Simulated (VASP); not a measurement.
A run of VASP 6.6.1 is set up as follows.

POSCAR

```
Ru
1.0
   -1.7701608310      1.4514142694      1.2956338034
    1.4514142694     -1.7701608310      1.2956338034
    3.2059042055      3.2059042055     -1.8794187145
Ru
2
Direct
    0.9584460289      0.0415539711      1.0000000000
    0.7915539711      0.2084460289      0.5000000000
```

Contents of INCAR.step1:

```
SYSTEM = Ru
  PREC = Accurate
  ENCUT = 550
  ISMEAR = -1
  SIGMA = 0.05
  LREAL = .FALSE.
  LASPH = .TRUE.
  NELM = 200
  ISPIN = 2
  MAGMOM = 1 1
  LMAXMIX = 4
  NBANDS = 25
  GGA = PE
  ALGO = Normal
  EDIFF = 1E-5
  LWAVE = .TRUE.
  LCHARG = .FALSE.
  GGA_COMPAT = .FALSE.
  KPAR = 4
```

Contents of INCAR.step2:

```
SYSTEM = Ru
  PREC = Accurate
  ENCUT = 550
  EDIFF = 1E-6
  ISMEAR = -1
  SIGMA = 0.05
  LREAL = .FALSE.
  LASPH = .TRUE.
  NELM = 200
  ALGO = Normal
  ISIF = 2
  LWAVE = .FALSE.
  LCHARG = .FALSE.
  ISPIN = 2
  MAGMOM = 1 1
  LORBIT = 11
  LMAXMIX = 4
  METAGGA = R2SCAN
  LMIXTAU = .TRUE.
  NBANDS = 25
  ISTART = 1
  GGA_COMPAT = .FALSE.
  KPAR = 4
```

Contents of KPOINTS:

```
regular mesh
0
G
  17 17 8
  0 0 0
```

Potentials or basis: VASP PAW PBE potentials, release 64 (Ru_pv).

Launch:

```console
$ cat potpaw_PBE.64/Ru_pv/POTCAR > POTCAR
$ cp INCAR.step1 INCAR
$ mpirun -np 4 vasp_std > vasp.out
$ cp INCAR.step2 INCAR
$ mpirun -np 4 vasp_std > vasp.out
```

What does it give for the net moment?

0.00 μB per cell.

What does it give for the largest force?

0.020 eV/Å.

Forces on the atoms (eV/Å):
```
Ru   0.014 -0.014  0.000
Ru  -0.014  0.014  0.000
```

Caveat: an empty level that is flat over the whole mesh can mark a ghost state of the potentials, or a narrow d or f band; the PAW data sets were made with another functional, which shifts forces and pressure a little.
